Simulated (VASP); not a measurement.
# Ir (P6_3/mmc) in VASP: a series of runs

Runs on Ir. Level: r2SCAN. Tasks: single point.

Everything below comes from runs of VASP 6.6.1. Logs are shortened: lines on timing, memory, paths and dates and some standing lists are left out, and cuts for length are marked.

**1. The cell of the first run**

The structure is hexagonal, space group P6_3/mmc (No. 194). The conventional cell has a = 2.881 Å, b = 2.881 Å, c = 3.968 Å, α = 90.00°, β = 90.00°, γ = 120.00°. Within 3.4 Å of Ir (site symmetry -6m2) lie 12 Ir at 2.59 to 2.88 Å.

This isn't the form of Ir at room conditions, which is fcc.

**2. Single point, r2SCAN**

Contents of POSCAR:

```
Ir
1.0
    2.8811971859      0.0000000000      0.0000000000
   -1.4405985930      2.4951899563      0.0000000000
    0.0000000000      0.0000000000      3.9677036469
Ir
2
Direct
    0.6666666667      0.3333333333      0.7500000000
    0.3333333333      0.6666666667      0.2500000000
```

Contents of INCAR.step1:

```
SYSTEM = Ir
PREC     = Accurate       ! precision mode
ENCUT    = 520            ! plane-wave cutoff, eV
ISMEAR   = 0              ! smearing method
SIGMA    = 0.15           ! smearing width, eV
LREAL    = .FALSE.        ! projectors in reciprocal space
LASPH    = .TRUE.         ! aspherical terms in the spheres
NELM     = 60             ! most SCF steps
NBANDS   = 16             ! bands
GGA      = PE             ! functional
ALGO     = Normal         ! electronic algorithm
EDIFF    = 1E-4           ! SCF threshold, eV
LWAVE    = .TRUE.         ! write WAVECAR
LCHARG   = .FALSE.        ! write CHGCAR
```

Contents of INCAR.step2:

```
SYSTEM = Ir
PREC     = Accurate       ! precision mode
ENCUT    = 520            ! plane-wave cutoff, eV
EDIFF    = 1E-6           ! SCF threshold, eV
ISMEAR   = 0              ! smearing method
SIGMA    = 0.15           ! smearing width, eV
LREAL    = .FALSE.        ! projectors in reciprocal space
LASPH    = .TRUE.         ! aspherical terms in the spheres
NELM     = 60             ! most SCF steps
ALGO     = Normal         ! electronic algorithm
ISIF     = 2              ! what is computed and relaxed
LWAVE    = .FALSE.        ! write WAVECAR
LCHARG   = .FALSE.        ! write CHGCAR
METAGGA  = R2SCAN         ! meta-GGA
LMIXTAU  = .TRUE.       
NBANDS   = 16             ! bands
ISTART   = 1
```

Contents of KPOINTS:

```
regular mesh
0
G
  30 30 16
  0 0 0
```

Potentials or basis: VASP PAW PBE potentials, release 64 (Ir).

Launch:

```sh
> cat potpaw_PBE.64/Ir/POTCAR > POTCAR
> cp INCAR.step1 INCAR
> mpirun -np 1 vasp_std > vasp.out
> cp INCAR.step2 INCAR
> mpirun -np 1 vasp_std > vasp.out
```

OUTCAR:

```text
SYSTEM = Ir
   PREC = Accurate
   ENCUT = 520
   EDIFF = 1E-6
   ISMEAR = 0
   LREAL = .FALSE.
   LASPH = .TRUE.
   NELM = 60
   ISIF = 2
   METAGGA = R2SCAN
   ISTART = 1

 ion  position               nearest neighbor table
   1  0.667  0.333  0.750-   2 2.59   2 2.59   2 2.59   2 2.59   2 2.59   2 2.59
   2  0.333  0.667  0.250-   1 2.59   1 2.59   1 2.59   1 2.59   1 2.59   1 2.59

  LATTYP: Found a hexagonal cell.
 ALAT       =     2.8811971859
 C/A-ratio  =     1.3771024303

  Lattice vectors:

 A1 = (   2.8811971859,   0.0000000000,   0.0000000000)
 A2 = (  -1.4405985930,   2.4951899563,   0.0000000000)
 A3 = (   0.0000000000,   0.0000000000,   3.9677036469)

Analysis of symmetry for initial positions (statically):
=====================================================================
 Subroutine PRICEL returns:
 Original cell was already a primitive cell.

 Routine SETGRP: Setting up the symmetry group for a
 hexagonal supercell.

 Subroutine GETGRP returns: Found 24 space group operations
 (whereof 12 operations were pure point group operations)
 out of a pool of 24 trial point group operations.

The static configuration has the point symmetry D_3d.
 The point group associated with its full space group is D_6h.

Analysis of symmetry for dynamics (positions and initial velocities):
=====================================================================
 Subroutine PRICEL returns:
 Original cell was already a primitive cell.

 Routine SETGRP: Setting up the symmetry group for a
 hexagonal supercell.

 Subroutine GETGRP returns: Found 24 space group operations
 (whereof 12 operations were pure point group operations)
 out of a pool of 24 trial point group operations.

The dynamic configuration has the point symmetry D_3d.
 The point group associated with its full space group is D_6h.

 Subroutine INISYM returns: Found 24 space group operations
 (whereof 12 operations are pure point group operations),
 and found     1 'primitive' translations

----------------------------------------------------------------------------------------

                                     Primitive cell

  volume of cell :      28.5244

  direct lattice vectors                    reciprocal lattice vectors
     2.881197186  0.000000000  0.000000000     0.347077946  0.200385545  0.000000000
    -1.440598593  2.495189956  0.000000000     0.000000000  0.400771091  0.000000000
     0.000000000  0.000000000  3.967703647     0.000000000  0.000000000  0.252034952

  length of vectors
     2.881197186  2.881197186  3.967703647     0.400771091  0.400771091  0.252034952

  position of ions in fractional coordinates (direct lattice)
     0.666666667  0.333333333  0.750000000
     0.333333333  0.666666667  0.250000000

  ion indices of the primitive-cell ions
   primitive index   ion index
                 1           1
                 2           2

----------------------------------------------------------------------------------------

 KPOINTS: regular mesh

Automatic generation of k-mesh.
 Grid dimensions read from file:
 generate k-points for:   30   30   16

 Generating k-lattice:

  Cartesian coordinates                     Fractional coordinates (reciprocal lattice)
     0.011569265  0.006679518  0.000000000     0.033333333  0.000000000  0.000000000
     0.000000000  0.013359036  0.000000000     0.000000000  0.033333333  0.000000000
     0.000000000  0.000000000  0.015752185     0.000000000  0.000000000  0.062500000

  Length of vectors
     0.013359036  0.013359036  0.015752185

  Shift w.r.t. Gamma in fractional coordinates (k-lattice)
     0.000000000  0.000000000  0.000000000

 Subroutine IBZKPT returns following result:
 ===========================================

 Found    819 irreducible k-points:

 Following reciprocal coordinates:
            Coordinates               Weight
  0.000000  0.000000  0.000000      1.000000
  0.033333  0.000000  0.000000      6.000000
  0.066667  0.000000  0.000000      6.000000
  0.100000  0.000000  0.000000      6.000000
  0.133333  0.000000  0.000000      6.000000
  0.166667  0.000000  0.000000      6.000000
[... 16 lines left out ...]
  0.233333  0.033333  0.000000     12.000000
  0.266667  0.033333  0.000000     12.000000
 [... further k-points ...]
   k-points           NKPTS =    819   k-points in BZ     NKDIM =    819   number of bands    NBANDS=     16
   number of dos      NEDOS =    301   number of ions     NIONS =      2
   total plane-waves  NPLWV =  17280
   dimension x,y,z NGX =    24 NGY =   24 NGZ =   30
   dimension x,y,z NGXF=    48 NGYF=   48 NGZF=   60
   ions per type =               2
   NGX,Y,Z   is equivalent  to a cutoff of  13.85, 13.85, 12.57 a.u.
   NGXF,Y,Z  is equivalent  to a cutoff of  27.70, 27.70, 25.14 a.u.
 SYSTEM =  Ir
   PREC   = accura    normal or accurate (medium, high low for compatibility)
   ISTART =      1    job   : 0-new  1-cont  2-samecut
   ICHARG =      0    charge: 1-file 2-atom 10-const
   ISPIN  =      1    spin polarized calculation?
   LNONCOLLINEAR =      F non collinear calculations
   LSORBIT =      F    spin-orbit coupling
   LASPH  =      T    aspherical Exc in radial PAW
   ENCUT  =  520.0 eV  38.22 Ry    6.18 a.u.   5.36  5.36  7.38*2*pi/ulx,y,z
   NELM   =     60;   NELMIN=  2; NELMDL=  0     # of ELM steps
   EDIFF  = 0.1E-05   stopping-criterion for ELM
   LREAL  =      F    real-space projection
   EDIFFG = 0.1E-04   stopping-criterion for IOM
   NSW    =      0    number of steps for IOM
   IBRION =     -1    ionic relax: 0-MD 1-quasi-New 2-CG
   NFREE  =      0    steps in history (QN), initial steepest desc. (CG)
   ISIF   =      2    stress and relaxation
   ISYM   =      2    0-nonsym 1-usesym 2-fastsym
   POTIM  = 0.5000    time-step for ionic-motion
   TEBEG  =    0.0;   TEEND  =   0.0 temperature during run
   PSTRESS=    0.0 pullay stress
   NELECT =      18.0000    total number of electrons
   NUPDOWN=      -1.0000    fix difference up-down
   EMIN   =  10.00;   EMAX   =-10.00  energy-range for DOS
   EFERMI =   0.00;   METHOD = LEGACY
   ISMEAR =     0;   SIGMA  =   0.15  broadening in eV -4-tet -1-fermi 0-gaus
   EFERMI_NEDOS =   21; number of points for ismear=-14 and -15
   IALGO  =     38    algorithm
   IMIX   =      4    mixing-type and parameters
     AMIX     =   0.40;   BMIX     =  1.00
     AMIX_MAG =   1.60;   BMIX_MAG =  1.00
  volume/ion in A,a.u.               =      14.26        96.25
  Fermi-wavevector in a.u.,A,eV,Ry     =   1.404194  2.653542 26.827427  1.971760
  Thomas-Fermi vector in A             =   2.526780
   LORBIT       =      0    0 simple, 1 ext, 2 COOP (PROOUT), +10 PAW based schemes
   METAGGA = R2SCAN    functional components
   LHFCALC =     F    Hartree Fock is set to
   AEXX    =    0.0000 exact exchange contribution
   IVDW    =     0    specifies the selected vdW correction
   LEPSILON=     F    determine dielectric tensor
   LRPA    =     F    only Hartree local field effects (RPA)
 non-spin polarized calculation
 Gauss-broadening in eV      SIGMA  =   0.15
  energy-cutoff  :      520.00
  volume of cell :       28.52
 maximum number of plane-waves:       806
 NGX is ok and might be reduce to    24

 number of electron      18.0000001 magnetization

 Free energy of the ion-electron system (eV)
  ---------------------------------------------------
  ext. energy  EPLUGINS =         0.00000000
  ---------------------------------------------------
  free energy    TOTEN  =      -104.05439057 eV

  energy without entropy =     -104.02345887  energy(sigma->0) =     -104.03892472

 E-fermi :  10.1846     XC(G=0): -15.2316

 val. band max:       10.1837824625   @ k =   0.3667   0.1333   0.0625
 cond. band min:      10.1853965507   @ k =   0.3333   0.3000   0.2500
 fundamental gap:      0.0016140882
 Fermi energy:        10.1845848082

 k-point     1 :       0.0000    0.0000    0.0000
  band No.  band energies     occupation
      1      -1.3716      2.00000
      2       1.8636      2.00000
      3       6.0254      2.00000
      4       6.0254      2.00000
      5       6.3602      2.00000
      6       6.3602      2.00000
[... 8 lines left out ...]
     15      29.6051      0.00000
     16      30.0791      0.00000

 k-point     2 :       0.0333    0.0000    0.0000
  band No.  band energies     occupation
      1      -1.3318      2.00000
      2       1.8914      2.00000
      3       5.9639      2.00000
      4       6.0571      2.00000
      5       6.3342      2.00000
      6       6.3354      2.00000
[... 8 lines left out ...]
     15      29.6142      0.00000
     16      30.1063      0.00000

 k-point     3 :       0.0667    0.0000    0.0000
  band No.  band energies     occupation
      1      -1.2132      2.00000
      2       1.9727      2.00000
      3       5.8007      2.00000
      4       6.1516      2.00000
      5       6.2577      2.00000
      6       6.2592      2.00000
[... 8 lines left out ...]
     15      29.4118      0.00000
     16      29.9556      0.00000

 k-point     4 :       0.1000    0.0000    0.0000
  band No.  band energies     occupation
      1      -1.0187      2.00000
      2       2.1008      2.00000
      3       5.5780      2.00000
      4       6.1191      2.00000
      5       6.1433      2.00000
      6       6.3075      2.00000
[... 8 lines left out ...]
     15      28.6203      0.00000
     16      29.1494      0.00000
[... 324 lines left out ...]
 k-point    22 :       0.2000    0.0333    0.0000
  band No.  band energies     occupation
      1       0.1870      2.00000
      2       2.6928      2.00000
      3       4.8068      2.00000
      4       5.0994      2.00000
      5       5.5828      2.00000
      6       6.8937      2.00000
[... 8 lines left out ...]
     15      25.5967      0.00000
     16      28.2933      0.00000

 k-point    23 :       0.2333    0.0333    0.0000
  band No.  band energies     occupation
      1       0.6138      2.00000
      2       2.7786      2.00000
      3       4.7313      2.00000
      4       4.7487      2.00000
      5       5.4156      2.00000
      6       6.9589      2.00000
[... 8 lines left out ...]
     15      24.6816      0.00000
     16      27.8037      0.00000

 k-point    24 :       0.2667    0.0333    0.0000
  band No.  band energies     occupation
      1       1.0428      2.00000
      2       2.7860      2.00000
      3       4.4103      2.00000
      4       4.7591      2.00000
      5       5.2581      2.00000
      6       7.0934      2.00000
[... 8 lines left out ...]
     15      23.7702      0.00000
     16      27.2266      0.00000

 [... further k-points ...]

------------------------ aborting loop because EDIFF is reached ----------------------------------------

  FORCE on cell =-STRESS in cart. coord.  units (eV):
  Direction    XX          YY          ZZ          XY          YZ          ZX
  --------------------------------------------------------------------------------------
  -------------------------------------------------------------------------------------
  Total       -0.3366100     -0.3366100      8.2164570      0.0000000      0.0000000      0.0000000
  in kB      -18.9069627    -18.9069627    461.5081193      0.0000000      0.0000000      0.0000000
  external PRESSURE =     141.2313980 kB  Pullay stress =       0.0000000 kB

 VOLUME and BASIS-vectors are now :
 -----------------------------------------------------------------------------
  energy-cutoff  :      520.00
  volume of cell :       28.52
      direct lattice vectors                 reciprocal lattice vectors
     2.881197186  0.000000000  0.000000000     0.347077946  0.200385545  0.000000000
    -1.440598593  2.495189956  0.000000000     0.000000000  0.400771091  0.000000000
     0.000000000  0.000000000  3.967703647     0.000000000  0.000000000  0.252034952

 POSITION                                       TOTAL-FORCE (eV/Angst)
 -----------------------------------------------------------------------------------
      1.44060      0.83173      2.97578        -0.000000     -0.000000      0.000000
     -0.00000      1.66346      0.99193         0.000000      0.000000      0.000000
 -----------------------------------------------------------------------------------
    total drift:                               -0.000000      0.000000     -0.000000

  FREE ENERGIE OF THE ION-ELECTRON SYSTEM (eV)
  ---------------------------------------------------
  free  energy   TOTEN  =      -104.0543905698 eV

  energy  without entropy=     -104.0234588721  energy(sigma->0) =     -104.03892472
```

Run time: 14 min. Hardware: 1 thread of AMD EPYC 9R45 (Zen 5), shared host; peak memory 0.39 GiB.

Results:

```yaml
Free_energy: -104.0544 eV
Pressure: 14.1 GPa
Band_gap_on_the_k_mesh: zero (bands 9 and 10 overlap by 2.40 eV)
```

Caveat: the cell stands under pressure; the PAW data sets were made with another functional, which shifts forces and pressure a little; spin-orbit coupling is left out, which moves the levels of the heavy elements.

**3. Single point, r2SCAN**

This run uses another cell than the first one, of the same volume but with other edges.

Contents of POSCAR:

```
Ir
1.0
    2.5683381836      0.0000000000      0.0000000000
   -1.2841690918      2.2242461125      0.0000000000
    0.0000000000      0.0000000000      4.9932208297
Ir
2
Direct
    0.6666666667      0.3333333333      0.7500000000
    0.3333333333      0.6666666667      0.2500000000
```

Contents of INCAR.step1:

```
PREC     = Accurate       # precision mode
ENCUT    = 520            # plane-wave cutoff, eV
ISMEAR   = 0              # smearing method
SIGMA    = 0.15           # smearing width, eV
LREAL    = False          # projectors in reciprocal space
LASPH    = True           # aspherical terms in the spheres
NELM     = 100            # most SCF steps
NBANDS   = 16             # bands
GGA      = PE             # functional
ALGO     = Normal         # electronic algorithm
EDIFF    = 1E-4           # SCF threshold, eV
LWAVE    = True           # write WAVECAR
LCHARG   = False          # write CHGCAR
```

Contents of INCAR.step2:

```
PREC     = Accurate       # precision mode
ENCUT    = 520            # plane-wave cutoff, eV
EDIFF    = 1E-7           # SCF threshold, eV
ISMEAR   = 0              # smearing method
SIGMA    = 0.15           # smearing width, eV
LREAL    = False          # projectors in reciprocal space
LASPH    = True           # aspherical terms in the spheres
NELM     = 100            # most SCF steps
ALGO     = Normal         # electronic algorithm
ISIF     = 2              # what is computed and relaxed
LWAVE    = False          # write WAVECAR
LCHARG   = False          # write CHGCAR
METAGGA  = R2SCAN         # meta-GGA
LMIXTAU  = True         
NBANDS   = 16             # bands
ISTART   = 1
```

Contents of KPOINTS:

```
Automatic mesh
0
Gamma
  30 30 16
```

Potentials or basis: VASP PAW PBE potentials, release 64 (Ir).

Launch:

```sh
> cat potpaw_PBE.64/Ir/POTCAR > POTCAR
> cp INCAR.step1 INCAR
> mpirun -np 1 vasp_std > vasp.out
> cp INCAR.step2 INCAR
> mpirun -np 1 vasp_std > vasp.out
```

Wall time 14 min (1 thread of AMD EPYC 9R45 (Zen 5), shared host); peak memory 0.39 GiB.

Results (log left out):

```yaml
Free_energy: -103.7869 eV
Pressure: 18.8 GPa
Band_gap_on_the_k_mesh: zero (bands 9 and 10 overlap by 3.79 eV)
```

Stress tensor (GPa, compression positive):
```
 43.99   0.00   0.00
  0.00  43.99   0.00
  0.00   0.00 -31.67
```

Levels at points of the mesh, in eV from the Fermi level:
| k point | band 7 | band 8 | band 9 | band 10 | band 11 | band 12 |
| --- | --- | --- | --- | --- | --- | --- |
| (0.00, 0.00, 0.00) | -3.44 | -2.04 | -0.67 | -0.67 | 0.72 | 0.72 |
| (0.50, 0.00, 0.00) | -2.36 | 0.49 | 2.27 | 2.41 | 3.53 | 5.16 |
| (0.00, 0.00, 0.50) | -3.66 | -3.66 | 0.13 | 0.13 | 0.13 | 0.13 |
| (0.50, 0.00, 0.50) | -0.64 | -0.64 | 2.21 | 2.21 | 2.35 | 2.35 |

Caveat: the cell stands under pressure; the PAW data sets were made with another functional, which shifts forces and pressure a little; spin-orbit coupling is left out, which moves the levels of the heavy elements.
